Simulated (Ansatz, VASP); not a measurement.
This is a calculation of BaTiO3 for VASP 6.6.1.

The input INCAR:

```
SYSTEM = BaTiO3
PREC = Accurate ; ENCUT = 520
EDIFF = 1E-6 ; ISMEAR = -1
SIGMA = 0.05 ; LREAL = .FALSE.
LASPH = .TRUE. ; NELM = 80
ALGO = Normal ; ISIF = 2
LWAVE = .FALSE. ; LCHARG = .FALSE.
GGA = PE ; NBANDS = 28
```

The input KPOINTS:

```
Automatic mesh
0
G
  7 7 7
  0 0 0
```

Contents of POSCAR:

```
BaTiO3
1.0
    3.9998000000      0.0000000000      0.0000000000
    0.0000000000      3.9998000000      0.0000000000
    0.0000000000      0.0000000000      4.0180000000
Ba Ti O
1 1 3
Direct
    0.9955672000      0.9906407400      0.0035034300
    0.5025366900      0.4919233700      0.4687657700
    0.4792189400      0.5143238900      0.0064065200
    0.5027309200      0.0032990000      0.5093824900
    0.0199462600      0.4998130000      0.5399418000
```

Potentials or basis: VASP PAW PBE potentials, release 64 (Ba_sv, Ti_sv, O).

The run is started by

```console
$ cat potpaw_PBE.64/Ba_sv/POTCAR potpaw_PBE.64/Ti_sv/POTCAR potpaw_PBE.64/O/POTCAR > POTCAR
$ mpirun -np 1 vasp_std > vasp.out
```

Question: Translate it to Ansatz 0.2.0. Potentials there: Ansatz PAW.

Answer: As run (the cutoff follows the program's own potentials):

The input input.yaml:

```yaml
crystal:
  lattice:
    - [3.9998, 0.0, 0.0]
    - [0.0, 3.9998, 0.0]
    - [0.0, 0.0, 4.018]
  atoms:
    - { symbol: Ba, position: [0.9955672, 0.99064074, 0.00350343] }
    - { symbol: Ti, position: [0.50253669, 0.49192337, 0.46876577] }
    - { symbol: O, position: [0.47921894, 0.51432389, 0.00640652] }
    - { symbol: O, position: [0.50273092, 0.003299, 0.50938249] }
    - { symbol: O, position: [0.01994626, 0.499813, 0.5399418] }
hamiltonian:
  xc: pbe
  pseudopotentials: { kind: paw }
kpoints:
  mp_grid: { grid: [7, 7, 7] }
scf:
  occupations: { method: fermi_dirac, width: 0.05 }
output:
  forces: true
  stress: true
  eigenvalues: true
```

Potentials or basis: Ansatz PAW.

Run with:

```bash
$ ansatz run input.yaml --threads 2 --pin off --max-ram 5632MiB --backend cpu --events-out ev --progress --plain --runs-dir out
```

Both were run:

|  | VASP | Ansatz | Ansatz less VASP |
| --- | --- | --- | --- |
| gap on the k mesh at the Fermi level (eV) | 1.95 | 2.01 | +0.057 |
| least direct gap on the mesh (eV) | 2.21 | 2.24 | +0.024 |
| pressure (GPa) | 4.9 | 3.1 | -1.81 |
| traceless stress, the component that is largest in VASP (GPa) | 0.91 | 0.87 | -0.046 |
| rms of the force components (eV/Å) | 0.539 | 0.537 | -0.0024 |

Atom by atom the forces differ by 0.029 eV/Å (rms over components).

Neither program's run includes spin-orbit coupling. Noted on Ansatz's run: odd divisions of the mesh miss points on the zone boundary, where band edges often lie, so the gap on the mesh can be too wide.
